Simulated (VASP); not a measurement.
# InSb (P6_3/mmc) in VASP: further runs, part 2 of 2

VASP 6.6.1. The steps go on from the part before.

## Step 4: Single point, PBE

The input, INCAR:

```
  PREC = Accurate
  ENCUT = 520
  EDIFF = 1E-7
  ISMEAR = -1
  SIGMA = 0.02
  LREAL = F
  LASPH = T
  NELM = 100
  ALGO = Normal
  ISIF = 2
  LWAVE = F
  LCHARG = F
  GGA = PE
  NBANDS = 26
```

The input, KPOINTS:

```
Automatic mesh
0
Gamma
  6 6 2
```

The input, POSCAR:

```
InSb
1.0
    4.2266237080      0.0000000000      0.0000000000
   -2.1133118540      3.6603635034      0.0000000000
    0.0000000000      0.0000000000      7.3709482320
In Sb
2 2
Direct
    0.0000000000      0.0000000000      0.0000000000
    0.0000000000      0.0000000000      0.5000000000
    0.3333333333      0.6666666667      0.2500000000
    0.6666666667      0.3333333333      0.7500000000
```

On the command line:

```sh
$ cat potpaw_PBE.64/In_d/POTCAR potpaw_PBE.64/Sb/POTCAR > POTCAR
$ mpirun -np 1 vasp_std > vasp.out
```

Run time: 16 s. Hardware: 1 thread of Intel Xeon 6975P-C (Granite Rapids), shared host; peak memory 0.24 GiB.

The run converged. Its results:

| Property | Result |
| --- | --- |
| Free energy | -13.2655 eV |
| Pressure | 1.2 GPa |
| Band gap on the k mesh | zero (band 18 reaches 7.56 eV, above the bottom of band 19 at 4.46 eV) |

Stress tensor (GPa, compression positive):
```
1.00 0.00 0.00
0.00 1.00 0.00
0.00 0.00 1.71
```

Levels at points of the mesh, in eV from the Fermi level:
```
           k point  band 16  band 17  band 18  band 19  band 20  band 21
(0.00, 0.00, 0.00)     0.11     0.11     0.70     0.70     2.41     4.32
(0.50, 0.00, 0.00)    -3.24    -1.81     0.44     1.13     1.46     2.23
(0.00, 0.00, 0.50)     0.43     0.43     0.43     1.91     1.91     4.01
(0.50, 0.00, 0.50)    -1.46    -1.04    -1.04    -0.57    -0.57     3.14
```

Caveat: the k points lie up to 0.43 Å⁻¹ apart; spin-orbit coupling is left out, which moves the levels of the heavy elements.

## Step 5: Single point, PBE

The input, INCAR:

```
SYSTEM = InSb
ALGO     = Normal         ! electronic algorithm
EDIFF    = 1E-6           ! SCF threshold, eV
ENCUT    = 520            ! plane-wave cutoff, eV
GGA      = PE             ! functional
ISIF     = 2              ! what is computed and relaxed
ISMEAR   = 0              ! smearing method
LASPH    = .True.         ! aspherical terms in the spheres
LCHARG   = .False.        ! write CHGCAR
LREAL    = .False.        ! projectors in reciprocal space
LWAVE    = .False.        ! write WAVECAR
NBANDS   = 26             ! bands
NELM     = 80             ! most SCF steps
PREC     = Accurate       ! precision mode
SIGMA    = 0.2            ! smearing width, eV
```

The input, KPOINTS:

```
k-points
0
Gamma
  6 6 2
  0 0 0
```

POSCAR is that of step 4.

On the command line:

```sh
$ cat potpaw_PBE.64/In_d/POTCAR potpaw_PBE.64/Sb/POTCAR > POTCAR
$ mpirun -np 1 vasp_std > vasp.out
```

Run time: 14 s. Hardware: 1 thread of Intel Xeon 6975P-C (Granite Rapids), shared host; peak memory 0.23 GiB.

Results (log left out):

| Quantity | Value |
| --- | --- |
| Free energy | -13.2819 eV |
| Pressure | 1.3 GPa |
| Band gap on the k mesh | zero (band 18 reaches 7.55 eV, above the bottom of band 19 at 4.46 eV) |

Stress tensor (GPa, compression positive):
```
1.03 0.00 0.00
0.00 1.03 0.00
0.00 0.00 1.82
```

Levels at points of the mesh, in eV from the Fermi level:
```csv
k point,band 14,band 15,band 16,band 17,band 18,band 19,band 20,band 21,band 22,band 23
"(0.00, 0.00, 0.00)",-0.71,-0.44,0.05,0.05,0.64,0.64,2.36,4.27,4.27,4.27
"(0.50, 0.00, 0.00)",-4.06,-4.05,-3.30,-1.87,0.37,1.08,1.41,2.18,2.60,4.10
"(0.00, 0.00, 0.50)",-4.32,0.36,0.36,0.36,0.36,1.85,1.85,3.96,3.96,3.96
"(0.50, 0.00, 0.50)",-5.82,-1.52,-1.52,-1.10,-1.10,-0.63,-0.63,3.08,3.08,5.21
```

Caveat: the k points lie up to 0.43 Å⁻¹ apart; spin-orbit coupling is left out, which moves the levels of the heavy elements.

## Step 6: Single point, PBEsol

The input, INCAR:

```
PREC = Accurate
ENCUT = 520
EDIFF = 1E-6
ISMEAR = -1
SIGMA = 0.02
LREAL = False
LASPH = True
NELM = 60
ALGO = Normal
ISIF = 2
LWAVE = False
LCHARG = True
GGA = PS
LELF = True
LVHAR = True
NBANDS = 26
```

The input, KPOINTS:

```
regular mesh
0
Gamma
  6 6 2
```

POSCAR is that of step 5.

Potentials or basis: VASP PAW PBE potentials, release 64 (In_d, Sb).

On the command line:

```sh
$ cat potpaw_PBE.64/In_d/POTCAR potpaw_PBE.64/Sb/POTCAR > POTCAR
$ mpirun -np 1 vasp_std > vasp.out
```

OUTCAR:

```text
PREC = Accurate
   ENCUT = 520
   EDIFF = 1E-6
   ISMEAR = -1
   LREAL = False
   LASPH = True
   NELM = 60
   ISIF = 2
   GGA = PS

 ion  position               nearest neighbor table
   1  0.000  0.000  0.000-   3 3.06   4 3.06   4 3.06   3 3.06   4 3.06   3 3.06   2 3.69   2 3.69

   2  0.000  0.000  0.500-   3 3.06   4 3.06   4 3.06   3 3.06   4 3.06   3 3.06   1 3.69   1 3.69

   3  0.333  0.667  0.250-   1 3.06   2 3.06   1 3.06   2 3.06   1 3.06   2 3.06
   4  0.667  0.333  0.750-   1 3.06   2 3.06   1 3.06   2 3.06   1 3.06   2 3.06

  LATTYP: Found a hexagonal cell.
 ALAT       =     4.2266237080
 C/A-ratio  =     1.7439329217

  Lattice vectors:

 A1 = (   4.2266237080,   0.0000000000,   0.0000000000)
 A2 = (  -2.1133118540,   3.6603635034,   0.0000000000)
 A3 = (   0.0000000000,   0.0000000000,   7.3709482320)

Analysis of symmetry for initial positions (statically):
=====================================================================
 Subroutine PRICEL returns:
 Original cell was already a primitive cell.

 Routine SETGRP: Setting up the symmetry group for a
 hexagonal supercell.

 Subroutine GETGRP returns: Found 24 space group operations
 (whereof 12 operations were pure point group operations)
 out of a pool of 24 trial point group operations.

The static configuration has the point symmetry D_3d.
 The point group associated with its full space group is D_6h.

Analysis of symmetry for dynamics (positions and initial velocities):
=====================================================================
 Subroutine PRICEL returns:
 Original cell was already a primitive cell.

 Routine SETGRP: Setting up the symmetry group for a
 hexagonal supercell.

 Subroutine GETGRP returns: Found 24 space group operations
 (whereof 12 operations were pure point group operations)
 out of a pool of 24 trial point group operations.

The dynamic configuration has the point symmetry D_3d.
 The point group associated with its full space group is D_6h.

 Subroutine INISYM returns: Found 24 space group operations
 (whereof 12 operations are pure point group operations),
 and found     1 'primitive' translations

----------------------------------------------------------------------------------------

                                     Primitive cell

  volume of cell :     114.0358

  direct lattice vectors                    reciprocal lattice vectors
     4.226623708  0.000000000  0.000000000     0.236595465  0.136598455  0.000000000
    -2.113311854  3.660363503  0.000000000     0.000000000  0.273196910  0.000000000
     0.000000000  0.000000000  7.370948232     0.000000000  0.000000000  0.135667755

  length of vectors
     4.226623708  4.226623708  7.370948232     0.273196910  0.273196910  0.135667755

  position of ions in fractional coordinates (direct lattice)
     0.000000000  0.000000000  0.000000000
     0.000000000  0.000000000  0.500000000
     0.333333333  0.666666667  0.250000000
     0.666666667  0.333333333  0.750000000

  ion indices of the primitive-cell ions
   primitive index   ion index
                 1           1
                 2           2
[... 28 lines left out ...]

 Following reciprocal coordinates:
            Coordinates               Weight
  0.000000  0.000000  0.000000      1.000000
  0.166667 -0.000000  0.000000      6.000000
  0.333333 -0.000000  0.000000      6.000000
  0.500000  0.000000  0.000000      3.000000
  0.166667  0.166667  0.000000      6.000000
  0.333333  0.166667  0.000000     12.000000
  0.333333  0.333333  0.000000      2.000000
  0.000000  0.000000  0.500000      1.000000
  0.166667 -0.000000  0.500000      6.000000
  0.333333 -0.000000  0.500000      6.000000
  0.500000  0.000000  0.500000      3.000000
  0.166667  0.166667  0.500000      6.000000
  0.333333  0.166667  0.500000     12.000000
  0.333333  0.333333  0.500000      2.000000
   k-points           NKPTS =     14   k-points in BZ     NKDIM =     14   number of bands    NBANDS=     26
   number of dos      NEDOS =    301   number of ions     NIONS =      4
   total plane-waves  NPLWV =  57344
   dimension x,y,z NGX =    32 NGY =   32 NGZ =   56
   dimension x,y,z NGXF=    64 NGYF=   64 NGZF=  112
   ions per type =               2   2
   NGX,Y,Z   is equivalent  to a cutoff of  12.59, 12.59, 12.63 a.u.
   NGXF,Y,Z  is equivalent  to a cutoff of  25.17, 25.17, 25.26 a.u.
 SYSTEM =  unknown system
   PREC   = accura    normal or accurate (medium, high low for compatibility)
   ISTART =      0    job   : 0-new  1-cont  2-samecut
   ICHARG =      2    charge: 1-file 2-atom 10-const
   ISPIN  =      1    spin polarized calculation?
   LNONCOLLINEAR =      F non collinear calculations
   LSORBIT =      F    spin-orbit coupling
   LASPH  =      T    aspherical Exc in radial PAW
   ENCUT  =  520.0 eV  38.22 Ry    6.18 a.u.   7.86  7.86 13.71*2*pi/ulx,y,z
   NELM   =     60;   NELMIN=  2; NELMDL= -5     # of ELM steps
   EDIFF  = 0.1E-05   stopping-criterion for ELM
   LREAL  =      F    real-space projection
   EDIFFG = 0.1E-04   stopping-criterion for IOM
   NSW    =      0    number of steps for IOM
   IBRION =     -1    ionic relax: 0-MD 1-quasi-New 2-CG
   NFREE  =      0    steps in history (QN), initial steepest desc. (CG)
   ISIF   =      2    stress and relaxation
   ISYM   =      2    0-nonsym 1-usesym 2-fastsym
   POTIM  = 0.5000    time-step for ionic-motion
   TEBEG  =    0.0;   TEEND  =   0.0 temperature during run
   PSTRESS=    0.0 pullay stress
   NELECT =      36.0000    total number of electrons
   NUPDOWN=      -1.0000    fix difference up-down
   EMIN   =  10.00;   EMAX   =-10.00  energy-range for DOS
   EFERMI =   0.00;   METHOD = LEGACY
   ISMEAR =    -1;   SIGMA  =   0.02  broadening in eV -4-tet -1-fermi 0-gaus
   EFERMI_NEDOS =   21; number of points for ismear=-14 and -15
   IALGO  =     38    algorithm
   IMIX   =      4    mixing-type and parameters
     AMIX     =   0.40;   BMIX     =  1.00
     AMIX_MAG =   1.60;   BMIX_MAG =  1.00
  volume/ion in A,a.u.               =      28.51       192.39
  Fermi-wavevector in a.u.,A,eV,Ry     =   1.114710  2.106497 16.906309  1.242579
  Thomas-Fermi vector in A             =   2.251308
   LORBIT       =      0    0 simple, 1 ext, 2 COOP (PROOUT), +10 PAW based schemes
   GGA     = PS    functional components
   LHFCALC =     F    Hartree Fock is set to
   AEXX    =    0.0000 exact exchange contribution
   IVDW    =     0    specifies the selected vdW correction
   LEPSILON=     F    determine dielectric tensor
   LRPA    =     F    only Hartree local field effects (RPA)
 non-spin polarized calculation
  energy-cutoff  :      520.00
  volume of cell :      114.04
 maximum number of plane-waves:      3108
 NGX is ok and might be reduce to    32
   NGX = 15   NGY = 15   NGZ = 27

 number of electron      35.9999993 magnetization

 Free energy of the ion-electron system (eV)
  ---------------------------------------------------
  ext. energy  EPLUGINS =         0.00000000
  ---------------------------------------------------
  free energy    TOTEN  =       -15.00099819 eV

  energy without entropy =      -14.99702719  energy(sigma->0) =      -14.99901269

 E-fermi :   6.5556     XC(G=0):  -9.9250

 val. band max:        6.5011046603   @ k =   0.1667  -0.0000   0.5000
 cond. band min:       6.5586245216   @ k =   0.1667   0.1667   0.0000
 fundamental gap:      0.0575198613
 Fermi energy:         6.5555805818

 k-point     1 :       0.0000    0.0000    0.0000
  band No.  band energies     occupation
      1      -7.7608      2.00000
      2      -7.7417      2.00000
      3      -7.7417      2.00000
      4      -7.6889      2.00000
      5      -7.6889      2.00000
      6      -7.6682      2.00000
[... 395 lines left out ...]
     25      14.1076      0.00000
     26      14.1076      0.00000

------------------------ aborting loop because EDIFF is reached ----------------------------------------

  FORCE on cell =-STRESS in cart. coord.  units (eV):
  Direction    XX          YY          ZZ          XY          YZ          ZX
  --------------------------------------------------------------------------------------
  -------------------------------------------------------------------------------------
  Total       -1.2388621     -1.2388621     -0.8217936     -0.0000000      0.0000000      0.0000000
  in kB      -17.4057358    -17.4057358    -11.5460161     -0.0000000      0.0000000      0.0000000
  external PRESSURE =     -15.4524959 kB  Pullay stress =       0.0000000 kB

 VOLUME and BASIS-vectors are now :
 -----------------------------------------------------------------------------
  energy-cutoff  :      520.00
  volume of cell :      114.04
      direct lattice vectors                 reciprocal lattice vectors
     4.226623708  0.000000000  0.000000000     0.236595465  0.136598455  0.000000000
    -2.113311854  3.660363503  0.000000000     0.000000000  0.273196910  0.000000000
     0.000000000  0.000000000  7.370948232     0.000000000  0.000000000  0.135667755

 POSITION                                       TOTAL-FORCE (eV/Angst)
 -----------------------------------------------------------------------------------
      0.00000      0.00000      0.00000         0.000000      0.000000      0.000000
      0.00000      0.00000      3.68547         0.000000      0.000000      0.000000
     -0.00000      2.44024      1.84274         0.000000      0.000000      0.000000
      2.11331      1.22012      5.52821        -0.000000     -0.000000     -0.000000
 -----------------------------------------------------------------------------------
    total drift:                                0.000000     -0.000000      0.000000

  FREE ENERGIE OF THE ION-ELECTRON SYSTEM (eV)
  ---------------------------------------------------
  free  energy   TOTEN  =       -15.0009981931 eV

  energy  without entropy=      -14.9970271874  energy(sigma->0) =      -14.99901269
```

It took 15 s on 1 thread of Intel Xeon 6975P-C (Granite Rapids), shared host; peak memory 0.23 GiB.

Results:

```
Free energy            : -15.0010 eV
Pressure               : -1.5 GPa
Band gap on the k mesh : zero (band 18 reaches 7.41 eV, above the bottom of band 19 at 4.29 eV)
```

Levels at points of the mesh, in eV from the Fermi level:
| k point | band 14 | band 15 | band 16 | band 17 | band 18 | band 19 | band 20 | band 21 | band 22 | band 23 |
| --- | --- | --- | --- | --- | --- | --- | --- | --- | --- | --- |
| (0.00, 0.00, 0.00) | -0.68 | -0.36 | 0.13 | 0.13 | 0.72 | 0.72 | 2.38 | 4.32 | 4.32 | 4.32 |
| (0.50, 0.00, 0.00) | -4.02 | -4.00 | -3.24 | -1.80 | 0.46 | 1.15 | 1.44 | 2.20 | 2.64 | 4.15 |
| (0.00, 0.00, 0.50) | -4.27 | 0.45 | 0.45 | 0.45 | 0.45 | 1.89 | 1.89 | 4.01 | 4.01 | 4.01 |
| (0.50, 0.00, 0.50) | -5.77 | -1.45 | -1.45 | -1.02 | -1.02 | -0.58 | -0.58 | 3.12 | 3.12 | 5.28 |

Caveat: the k points lie up to 0.43 Å⁻¹ apart; the PAW data sets were made with another functional, which shifts forces and pressure a little; spin-orbit coupling is left out, which moves the levels of the heavy elements.

## Step 7: Summary

| level | k mesh | smearing | gap on the mesh (eV) | pressure (GPa) |
| --- | --- | --- | --- | --- |
| PBE | 4 × 4 × 4 | fermi-dirac 0.02 eV | none | 1.7 |
| PBE | 6 × 6 × 2 | fermi-dirac 0.02 eV | none | 1.2 |
| PBE | 6 × 6 × 2 | gaussian 0.2 eV | none | 1.3 |
| PBEsol | 6 × 6 × 2 | fermi-dirac 0.02 eV | none | -1.5 |

Alike in all rows: task single point; potentials or basis VASP PAW PBE potentials, release 64 (In_d, Sb); no spin polarisation; cell as given; cutoff (eV) 520.

Caveats: all runs use coarse meshes; spin-orbit coupling is left out, which moves the levels of the heavy elements; the PAW data sets were made with another functional, which shifts forces and pressure a little (some runs).

Absolute energies hang on the potentials; compare differences alone.
